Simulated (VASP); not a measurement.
# SnO2 (Cassiterite) (P4_2/mnm) in VASP: a series of runs

SnO2 (Cassiterite) is run at these levels: PBE+D4; tasks: single point.

All numbers are computed with VASP 6.6.1; they aren't measurements. Logs are shortened: lines on timing, memory, paths and dates and some standing lists are left out, and cuts for length are marked.

## (1) The cell of the first run

It takes space group P4_2/mnm (No. 136, tetragonal). Conventional cell: a = 4.540 Å, b = 4.540 Å, c = 3.054 Å, α = 90.00°, β = 90.00°, γ = 90.00°. Sn (site symmetry mmm) has 6 O at 1.97 Å within 2.6 Å. Within 2.6 Å of O (site symmetry m2m) lie 3 Sn at 1.97 Å and 1 O at 2.48 Å.

## (2) Single point, PBE+D4

Input file INCAR:

```
SYSTEM = SnO2
PREC = Accurate ; ENCUT = 520
EDIFF = 1E-6 ; ISMEAR = 0
SIGMA = 0.01 ; LREAL = .FALSE.
LASPH = .TRUE. ; NELM = 80
ALGO = Normal ; ISIF = 2
LWAVE = .FALSE. ; LCHARG = .TRUE.
GGA = PE ; IVDW = 13
LELF = .TRUE. ; LVHAR = .TRUE.
NBANDS = 35
```

Input file KPOINTS:

```
Automatic mesh
0
G
  4 4 6
  0 0 0
```

Input file POSCAR:

```
SnO2
1.0
    4.5403494566      0.0000000000      0.0000000000
    0.0000000000      4.5403494566      0.0000000000
    0.0000000000      0.0000000000      3.0535718749
Sn O
2 4
Direct
    0.0000000000      0.0000000000      0.0000000000
    0.5000000000      0.5000000000      0.5000000000
    0.3071000000      0.3071000000      0.0000000000
    0.1929000000      0.8071000000      0.5000000000
    0.6929000000      0.6929000000      0.0000000000
    0.8071000000      0.1929000000      0.5000000000
```

Potentials or basis: VASP PAW PBE potentials, release 64 (Sn_d, O).

Started as:

```sh
$ cat potpaw_PBE.64/Sn_d/POTCAR potpaw_PBE.64/O/POTCAR > POTCAR
$ mpirun -np 1 vasp_std > vasp.out
```

OUTCAR:

```text
SYSTEM = SnO2
   PREC = Accurate
   ENCUT = 520
   EDIFF = 1E-6
   ISMEAR = 0
   LREAL = .FALSE.
   LASPH = .TRUE.
   NELM = 80
   ISIF = 2
   GGA = PE
   IVDW = 13

 ion  position               nearest neighbor table
   1  0.000  0.000  0.000-   4 1.97   6 1.97   4 1.97   6 1.97   5 1.97   3 1.97   2 3.56   2 3.56
                             2 3.56   2 3.56   2 3.56   2 3.56   2 3.56   2 3.56
   2  0.500  0.500  0.500-   3 1.97   5 1.97   3 1.97   5 1.97   4 1.97   6 1.97   1 3.56   1 3.56
                             1 3.56   1 3.56   1 3.56   1 3.56   1 3.56   1 3.56
   3  0.307  0.307  0.000-   2 1.97   2 1.97   1 1.97
   4  0.193  0.807  0.500-   1 1.97   1 1.97   2 1.97
   5  0.693  0.693  0.000-   2 1.97   2 1.97   1 1.97
   6  0.807  0.193  0.500-   1 1.97   1 1.97   2 1.97

  LATTYP: Found a simple tetragonal cell.
 ALAT       =     4.5403494566
 C/A-ratio  =     0.6725411566

  Lattice vectors:

 A1 = (   4.5403494566,   0.0000000000,   0.0000000000)
 A2 = (   0.0000000000,   4.5403494566,   0.0000000000)
 A3 = (   0.0000000000,   0.0000000000,   3.0535718749)

Analysis of symmetry for initial positions (statically):
=====================================================================
 Subroutine PRICEL returns:
 Original cell was already a primitive cell.

 Routine SETGRP: Setting up the symmetry group for a
 simple tetragonal supercell.

 Subroutine GETGRP returns: Found 16 space group operations
 (whereof  8 operations were pure point group operations)
 out of a pool of 16 trial point group operations.

The static configuration has the point symmetry D_2h.
 The point group associated with its full space group is D_4h.

Analysis of symmetry for dynamics (positions and initial velocities):
=====================================================================
 Subroutine PRICEL returns:
 Original cell was already a primitive cell.

 Routine SETGRP: Setting up the symmetry group for a
 simple tetragonal supercell.

 Subroutine GETGRP returns: Found 16 space group operations
 (whereof  8 operations were pure point group operations)
 out of a pool of 16 trial point group operations.

The dynamic configuration has the point symmetry D_2h.
 The point group associated with its full space group is D_4h.

 Subroutine INISYM returns: Found 16 space group operations
 (whereof  8 operations are pure point group operations),
 and found     1 'primitive' translations

----------------------------------------------------------------------------------------

                                     Primitive cell

  volume of cell :      62.9487

  direct lattice vectors                    reciprocal lattice vectors
     4.540349457  0.000000000  0.000000000     0.220247364  0.000000000  0.000000000
     0.000000000  4.540349457  0.000000000     0.000000000  0.220247364  0.000000000
     0.000000000  0.000000000  3.053571875     0.000000000  0.000000000  0.327485332

  length of vectors
     4.540349457  4.540349457  3.053571875     0.220247364  0.220247364  0.327485332

  position of ions in fractional coordinates (direct lattice)
     0.000000000  0.000000000  0.000000000
     0.500000000  0.500000000  0.500000000
     0.307100000  0.307100000  0.000000000
     0.192900000  0.807100000  0.500000000
     0.692900000  0.692900000  0.000000000
     0.807100000  0.192900000  0.500000000

  ion indices of the primitive-cell ions
   primitive index   ion index
                 1           1
                 2           2
                 3           3
                 4           4
                 5           5
                 6           6

----------------------------------------------------------------------------------------

 KPOINTS: Automatic mesh

Automatic generation of k-mesh.
 Grid dimensions read from file:
 generate k-points for:    4    4    6

 Generating k-lattice:

  Cartesian coordinates                     Fractional coordinates (reciprocal lattice)
     0.055061841  0.000000000  0.000000000     0.250000000  0.000000000  0.000000000
     0.000000000  0.055061841  0.000000000     0.000000000  0.250000000  0.000000000
     0.000000000  0.000000000  0.054580889     0.000000000  0.000000000  0.166666667

  Length of vectors
     0.055061841  0.055061841  0.054580889

  Shift w.r.t. Gamma in fractional coordinates (k-lattice)
     0.000000000  0.000000000  0.000000000

 Subroutine IBZKPT returns following result:
 ===========================================

 Found     24 irreducible k-points:

 Following reciprocal coordinates:
            Coordinates               Weight
  0.000000  0.000000  0.000000      1.000000
  0.250000  0.000000  0.000000      4.000000
  0.500000  0.000000  0.000000      2.000000
  0.250000  0.250000  0.000000      4.000000
  0.500000  0.250000  0.000000      4.000000
  0.500000  0.500000  0.000000      1.000000
[... 16 lines left out ...]
  0.500000  0.250000  0.500000      4.000000
  0.500000  0.500000  0.500000      1.000000
   k-points           NKPTS =     24   k-points in BZ     NKDIM =     24   number of bands    NBANDS=     35
   number of dos      NEDOS =    301   number of ions     NIONS =      6
   total plane-waves  NPLWV =  31104
   dimension x,y,z NGX =    36 NGY =   36 NGZ =   24
   dimension x,y,z NGXF=    72 NGYF=   72 NGZF=   48
   ions per type =               2   4
   NGX,Y,Z   is equivalent  to a cutoff of  13.18, 13.18, 13.07 a.u.
   NGXF,Y,Z  is equivalent  to a cutoff of  26.36, 26.36, 26.13 a.u.
 SYSTEM =  SnO2
   PREC   = accura    normal or accurate (medium, high low for compatibility)
   ISTART =      0    job   : 0-new  1-cont  2-samecut
   ICHARG =      2    charge: 1-file 2-atom 10-const
   ISPIN  =      1    spin polarized calculation?
   LNONCOLLINEAR =      F non collinear calculations
   LSORBIT =      F    spin-orbit coupling
   LASPH  =      T    aspherical Exc in radial PAW
   ENCUT  =  520.0 eV  38.22 Ry    6.18 a.u.   8.44  8.44  5.68*2*pi/ulx,y,z
   NELM   =     80;   NELMIN=  2; NELMDL= -5     # of ELM steps
   EDIFF  = 0.1E-05   stopping-criterion for ELM
   LREAL  =      F    real-space projection
   EDIFFG = 0.1E-04   stopping-criterion for IOM
   NSW    =      0    number of steps for IOM
   IBRION =     -1    ionic relax: 0-MD 1-quasi-New 2-CG
   NFREE  =      0    steps in history (QN), initial steepest desc. (CG)
   ISIF   =      2    stress and relaxation
   ISYM   =      2    0-nonsym 1-usesym 2-fastsym
   POTIM  = 0.5000    time-step for ionic-motion
   TEBEG  =    0.0;   TEEND  =   0.0 temperature during run
   PSTRESS=    0.0 pullay stress
   NELECT =      52.0000    total number of electrons
   NUPDOWN=      -1.0000    fix difference up-down
   EMIN   =  10.00;   EMAX   =-10.00  energy-range for DOS
   EFERMI =   0.00;   METHOD = LEGACY
   ISMEAR =     0;   SIGMA  =   0.01  broadening in eV -4-tet -1-fermi 0-gaus
   EFERMI_NEDOS =   21; number of points for ismear=-14 and -15
   IALGO  =     38    algorithm
   IMIX   =      4    mixing-type and parameters
     AMIX     =   0.40;   BMIX     =  1.00
     AMIX_MAG =   1.60;   BMIX_MAG =  1.00
  volume/ion in A,a.u.               =      10.49        70.80
  Fermi-wavevector in a.u.,A,eV,Ry     =   1.536080  2.902769 32.103496  2.359540
  Thomas-Fermi vector in A             =   2.642778
   LORBIT       =      0    0 simple, 1 ext, 2 COOP (PROOUT), +10 PAW based schemes
   GGA     = PE    functional components
   LHFCALC =     F    Hartree Fock is set to
   AEXX    =    0.0000 exact exchange contribution
   IVDW    =    13    specifies the selected vdW correction
   LEPSILON=     F    determine dielectric tensor
   LRPA    =     F    only Hartree local field effects (RPA)
 non-spin polarized calculation
 Gauss-broadening in eV      SIGMA  =   0.01
  energy-cutoff  :      520.00
  volume of cell :       62.95
 maximum number of plane-waves:      1712
 NGX is ok and might be reduce to    36
   NGX = 17   NGY = 17   NGZ = 11

 number of electron      52.0000046 magnetization

 Free energy of the ion-electron system (eV)
  ---------------------------------------------------
  ext. energy  EPLUGINS =         0.00000000
  ---------------------------------------------------
  free energy    TOTEN  =       -35.55569744 eV

  energy without entropy =      -35.55569744  energy(sigma->0) =      -35.55569744

 E-fermi :   7.8404     XC(G=0): -11.9525

 val. band max:        7.7271147734   @ k =   0.0000   0.0000   0.0000
 cond. band min:      10.6119638101   @ k =   0.0000   0.0000   0.0000
 fundamental gap:      2.8848490367
 Fermi energy:         7.8404424908

 k-point     1 :       0.0000    0.0000    0.0000
  band No.  band energies     occupation
      1     -13.6966      2.00000
      2     -12.8510      2.00000
      3     -12.0272      2.00000
      4     -12.0247      2.00000
      5     -12.0119      2.00000
      6     -12.0119      2.00000
[... 27 lines left out ...]
     34      21.4620      0.00000
     35      21.6321      0.00000

 k-point     2 :       0.2500    0.0000    0.0000
  band No.  band energies     occupation
      1     -13.5738      2.00000
      2     -12.8834      2.00000
      3     -12.1764      2.00000
      4     -12.0446      2.00000
      5     -12.0056      2.00000
      6     -12.0052      2.00000
[... 27 lines left out ...]
     34      21.1652      0.00000
     35      21.2954      0.00000

 k-point     3 :       0.5000    0.0000    0.0000
  band No.  band energies     occupation
      1     -13.2338      2.00000
      2     -13.2338      2.00000
      3     -12.1191      2.00000
      4     -12.1191      2.00000
      5     -11.9986      2.00000
      6     -11.9986      2.00000
[... 27 lines left out ...]
     34      20.9924      0.00000
     35      22.0743      0.00000
[... 723 lines left out ...]
 k-point    23 :       0.5000    0.2500    0.5000
  band No.  band energies     occupation
      1     -13.4958      2.00000
      2     -13.4958      2.00000
      3     -12.3366      2.00000
      4     -12.3366      2.00000
      5     -11.8029      2.00000
      6     -11.8029      2.00000
[... 27 lines left out ...]
     34      20.7142      0.00000
     35      21.4772      0.00000

 k-point    24 :       0.5000    0.5000    0.5000
  band No.  band energies     occupation
      1     -13.3535      2.00000
      2     -13.3535      2.00000
      3     -12.6413      2.00000
      4     -12.6413      2.00000
      5     -11.7941      2.00000
      6     -11.7941      2.00000
[... 27 lines left out ...]
     34      20.3763      0.00000
     35      21.7656      0.00000

------------------------ aborting loop because EDIFF is reached ----------------------------------------

  DFT-D4 for vdW energy calculation

  Edisp (eV):   -1.84194

  FORCE on cell =-STRESS in cart. coord.  units (eV):
  Direction    XX          YY          ZZ          XY          YZ          ZX
  --------------------------------------------------------------------------------------
  -------------------------------------------------------------------------------------
  Total      16.53589    16.53589    22.51291     0.00000     0.00000     0.00000
  in kB     420.87338   420.87338   573.00129     0.00000     0.00000     0.00000
  external pressure =      471.58 kB  Pullay stress =        0.00 kB

 VOLUME and BASIS-vectors are now :
 -----------------------------------------------------------------------------
  energy-cutoff  :      520.00
  volume of cell :       62.95
      direct lattice vectors                 reciprocal lattice vectors
     4.540349457  0.000000000  0.000000000     0.220247364  0.000000000  0.000000000
     0.000000000  4.540349457  0.000000000     0.000000000  0.220247364  0.000000000
     0.000000000  0.000000000  3.053571875     0.000000000  0.000000000  0.327485332

 POSITION                                       TOTAL-FORCE (eV/Angst)
 -----------------------------------------------------------------------------------
      0.00000      0.00000      0.00000        -0.000000      0.000000     -0.000000
      2.27017      2.27017      1.52679        -0.000000      0.000000     -0.000000
      1.39434      1.39434      0.00000        -0.661336     -0.661336      0.000000
      0.87583      3.66452      1.52679         0.661336     -0.661336      0.000000
      3.14601      3.14601      0.00000         0.661336      0.661336     -0.000000
      3.66452      0.87583      1.52679        -0.661336      0.661336     -0.000000
 -----------------------------------------------------------------------------------
    total drift:                               -0.000000      0.000000      0.000000

  FREE ENERGIE OF THE ION-ELECTRON SYSTEM (eV)
  ---------------------------------------------------
  free  energy   TOTEN  =       -37.3976416655 eV

  energy  without entropy=      -37.3976416655  energy(sigma->0) =      -37.39764167
```

It took 60 s on 1 thread of AMD EPYC 7R13 (Zen 3), shared host; peak memory 0.16 GiB.

Results:

| Property | Result |
| --- | --- |
| Free energy | -37.3976 eV |
| Pressure | 47.2 GPa |
| Largest force | 0.935 eV/Å |
| Band gap on the k mesh | 2.88 eV, direct |
| Dispersion energy per atom | -0.307 eV |

Forces in eV/Å, atoms in the order of the input:
```
Sn   0.000  0.000  0.000
Sn   0.000  0.000  0.000
O   -0.661 -0.661  0.000
O    0.661 -0.661  0.000
O    0.661  0.661  0.000
O   -0.661  0.661  0.000
```

Levels at points of the mesh, in eV from the valence-band top:
```csv
k point,band 23,band 24,band 25,band 26,band 27,band 28,band 29,band 30
"(0.00, 0.00, 0.00)",-1.09,-0.90,-0.90,0.00,2.88,7.10,7.10,7.37
"(0.50, 0.00, 0.00)",-1.08,-1.08,-0.70,-0.70,5.95,5.95,7.87,7.87
"(0.50, 0.50, 0.00)",-1.19,-1.19,-1.03,-1.03,6.40,6.40,8.52,8.52
"(0.00, 0.00, 0.50)",-2.01,-2.01,-1.45,-1.45,7.90,7.90,10.70,10.70
"(0.50, 0.00, 0.50)",-1.34,-1.34,-0.50,-0.50,8.23,8.23,9.19,9.19
"(0.50, 0.50, 0.50)",-1.10,-1.10,-1.00,-1.00,6.37,6.37,9.51,9.51
```

Caveat: spin-orbit coupling is left out, which moves the levels of the heavy elements.

## (3) Single point, PBE+D4

This run uses another cell than the first one, of 10.97 Å³/atom, 1.045 times its volume.

Input file INCAR:

```
SYSTEM = SnO2
ALGO = Normal ; EDIFF = 1E-7
ENCUT = 520 ; GGA = PE
ISIF = 2 ; ISMEAR = 0
IVDW = 13 ; LASPH = .TRUE.
LCHARG = .TRUE. ; LELF = .TRUE.
LREAL = .FALSE. ; LVHAR = .TRUE.
LWAVE = .FALSE. ; NBANDS = 35
NELM = 60 ; PREC = Accurate
SIGMA = 0.01
```

Input file KPOINTS:

```
k-points
0
G
  4 4 6
  0 0 0
```

POSCAR: that of step 2 with these lines changed.

```diff
@@ -2,5 +2,5 @@
 1.0
-    4.5403494566      0.0000000000      0.0000000000
-    0.0000000000      4.5403494566      0.0000000000
-    0.0000000000      0.0000000000      3.0535718749
+    4.6081258586      0.0000000000      0.0000000000
+    0.0000000000      4.6081258586      0.0000000000
+    0.0000000000      0.0000000000      3.0991542947
 Sn O
```

Potentials or basis: VASP PAW PBE potentials, release 64 (Sn_d, O).

Started as:

```sh
$ cat potpaw_PBE.64/Sn_d/POTCAR potpaw_PBE.64/O/POTCAR > POTCAR
$ mpirun -np 1 vasp_std > vasp.out
```

Run time: 51 s. Hardware: 1 thread of AMD EPYC 7R13 (Zen 3), shared host; peak memory 0.16 GiB.

Results (log left out):

- Free energy: -38.0978 eV
- Pressure: 31.2 GPa
- Largest force: 0.691 eV/Å
- Band gap on the k mesh: 2.30 eV, direct
- Dispersion energy per atom: -0.294 eV

Forces on the atoms (eV/Å):
```
Sn   0.000  0.000  0.000
Sn   0.000  0.000  0.000
O   -0.489 -0.489  0.000
O    0.489 -0.489  0.000
O    0.489  0.489  0.000
O   -0.489  0.489  0.000
```

Stress tensor (GPa, compression positive):
```
27.75  0.00  0.00
 0.00 27.75  0.00
 0.00  0.00 38.16
```

Levels at points of the mesh, in eV from the valence-band top:
| k point | band 23 | band 24 | band 25 | band 26 | band 27 | band 28 | band 29 | band 30 |
| --- | --- | --- | --- | --- | --- | --- | --- | --- |
| (0.00, 0.00, 0.00) | -1.15 | -0.85 | -0.85 | 0.00 | 2.30 | 6.83 | 6.83 | 6.95 |
| (0.50, 0.00, 0.00) | -1.13 | -1.13 | -0.68 | -0.68 | 5.40 | 5.40 | 7.59 | 7.59 |
| (0.50, 0.50, 0.00) | -1.24 | -1.24 | -0.99 | -0.99 | 5.83 | 5.83 | 8.16 | 8.16 |
| (0.00, 0.00, 0.50) | -1.88 | -1.88 | -1.38 | -1.38 | 7.29 | 7.29 | 10.38 | 10.38 |
| (0.50, 0.00, 0.50) | -1.25 | -1.25 | -0.58 | -0.58 | 7.60 | 7.60 | 8.80 | 8.80 |
| (0.50, 0.50, 0.50) | -1.06 | -1.06 | -0.94 | -0.94 | 5.84 | 5.84 | 9.30 | 9.30 |

Caveat: spin-orbit coupling is left out, which moves the levels of the heavy elements. PBE gaps usually lie below the measured ones, often by a third to a half.

## (4) Single point, PBE+D4

This run uses another cell than the first one, of 11.45 Å³/atom, 1.091 times its volume.

Input file INCAR:

```
SYSTEM = SnO2
PREC = Accurate
ENCUT = 520
EDIFF = 1E-6
ISMEAR = 0
SIGMA = 0.01
LREAL = .False.
LASPH = .True.
NELM = 80
ALGO = Normal
ISIF = 2
LWAVE = .False.
LCHARG = .False.
GGA = PE
IVDW = 13
NBANDS = 35
```

Input file KPOINTS:

```
regular mesh
0
Gamma
  4 4 6
  0 0 0
```

POSCAR: that of step 3 with these lines changed.

```diff
@@ -2,5 +2,5 @@
 1.0
-    4.6081258586      0.0000000000      0.0000000000
-    0.0000000000      4.6081258586      0.0000000000
-    0.0000000000      0.0000000000      3.0991542947
+    4.6739651233      0.0000000000      0.0000000000
+    0.0000000000      4.6739651233      0.0000000000
+    0.0000000000      0.0000000000      3.1434339099
 Sn O
```

Started as:

```sh
$ cat potpaw_PBE.64/Sn_d/POTCAR potpaw_PBE.64/O/POTCAR > POTCAR
$ mpirun -np 1 vasp_std > vasp.out
```

It took 43 s on 1 thread of AMD EPYC 7R13 (Zen 3), shared host; peak memory 0.16 GiB.

The run converged. Its results:

| Property | Result |
| --- | --- |
| Free energy | -38.5414 eV |
| Pressure | 18.4 GPa |
| Largest force | 0.480 eV/Å |
| Band gap on the k mesh | 1.76 eV, direct |
| Dispersion energy per atom | -0.281 eV |

Forces in eV/Å, atoms in the order of the input:
```
Sn   0.000  0.000  0.000
Sn   0.000  0.000  0.000
O   -0.339 -0.339  0.000
O    0.339 -0.339  0.000
O    0.339  0.339  0.000
O   -0.339  0.339  0.000
```

Stress tensor (GPa, compression positive):
```
16.20  0.00  0.00
 0.00 16.20  0.00
 0.00  0.00 22.71
```

Levels at points of the mesh, in eV from the valence-band top:
| k point | band 23 | band 24 | band 25 | band 26 | band 27 | band 28 | band 29 | band 30 |
| --- | --- | --- | --- | --- | --- | --- | --- | --- |
| (0.00, 0.00, 0.00) | -1.20 | -0.82 | -0.82 | 0.00 | 1.76 | 6.54 | 6.58 | 6.58 |
| (0.50, 0.00, 0.00) | -1.16 | -1.16 | -0.66 | -0.66 | 4.90 | 4.90 | 7.34 | 7.34 |
| (0.50, 0.50, 0.00) | -1.28 | -1.28 | -0.94 | -0.94 | 5.31 | 5.31 | 7.83 | 7.83 |
| (0.00, 0.00, 0.50) | -1.77 | -1.77 | -1.32 | -1.32 | 6.74 | 6.74 | 10.08 | 10.08 |
| (0.50, 0.00, 0.50) | -1.18 | -1.18 | -0.65 | -0.65 | 7.03 | 7.03 | 8.42 | 8.42 |
| (0.50, 0.50, 0.50) | -1.01 | -1.01 | -0.89 | -0.89 | 5.36 | 5.36 | 9.09 | 9.09 |

Caveat: spin-orbit coupling is left out, which moves the levels of the heavy elements.

(Continued in part 2 of 2.)
